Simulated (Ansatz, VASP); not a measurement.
Two plane-wave programs on NiO

The input INCAR:

```
PREC = Accurate
ENCUT = 600
EDIFF = 1E-6
ISMEAR = 0
SIGMA = 0.1
LREAL = False
LASPH = True
NELM = 200
ALGO = Normal
ISIF = 2
LWAVE = False
LCHARG = False
ISPIN = 2
MAGMOM = 1.23 0.22
LORBIT = 11
LMAXMIX = 4
GGA = PE
NBANDS = 19
GGA_COMPAT = False
```

File KPOINTS:

```
Automatic mesh
0
Gamma
  24 24 24
```

POSCAR

```
NiO
1.0
    1.4381403700      0.8303107300      2.3308059600
   -1.4381403700      0.8303107300      2.3308059600
    0.0000000000     -1.6606214600      2.3308059600
Ni O
1 1
Direct
    1.0000000000      0.0000000000      0.0000000000
    0.5000000000      0.5000000000      0.5000000000
```

Input for Ansatz:

```yaml
crystal:
  lattice:
    - [1.43814037, 0.83031073, 2.33080596]
    - [-1.43814037, 0.83031073, 2.33080596]
    - [0.0, -1.66062146, 2.33080596]
  atoms:
    - { symbol: Ni, position: [1.0, 0.0, 0.0], spin: 1.23 }
    - { symbol: O, position: [0.5, 0.5, 0.5], spin: 0.22 }
basis:
  ecutwfc: 420
kpoints:
  mp_grid: { grid: [24, 24, 24] }
hamiltonian:
  xc: pbe
  pseudopotentials: { kind: paw }
scf:
  occupations: { method: gaussian, width: 0.1 }
output:
  forces: true
  stress: true
  eigenvalues: true
  populations: true
magnetization:
  spin_polarized: true
```

Alike in both runs: task single point; functional PBE; k mesh 24 × 24 × 24; occupations gaussian, width 0.1 eV; collinear spin.

|  | VASP | Ansatz |
| --- | --- | --- |
| version | VASP 6.6.1 | Ansatz 0.2.0 |
| potentials or method | VASP PAW PBE potentials, release 64 (Ni, O), cutoff 600 eV | scalar-relativistic, plane waves, PAW |
| valence electrons in the cell | 16 | 24 |

|  | VASP | Ansatz | Ansatz less VASP |
| --- | --- | --- | --- |
| gap on the k mesh at the Fermi level (eV) | none | none | - |
| pressure (GPa) | 23.7 | 24.2 | +0.53 |
| traceless stress, the component that is largest in VASP (GPa) | 0.49 | 0.50 | +0.003 |
| net moment per atom (μB) | 0.70 | 0.73 | +0.026 |
| size of the moment on the site where the two differ most (μB) | 0.20 | 0.22 | +0.019 |

Site moments also hang on the region over which each program counts them. A gap of «none» marks a metal or a gap that the smearing closes. VASP's potentials hold 16 valence electrons a cell and Ansatz's 24, so a difference there can come from the potentials and not from the codes.
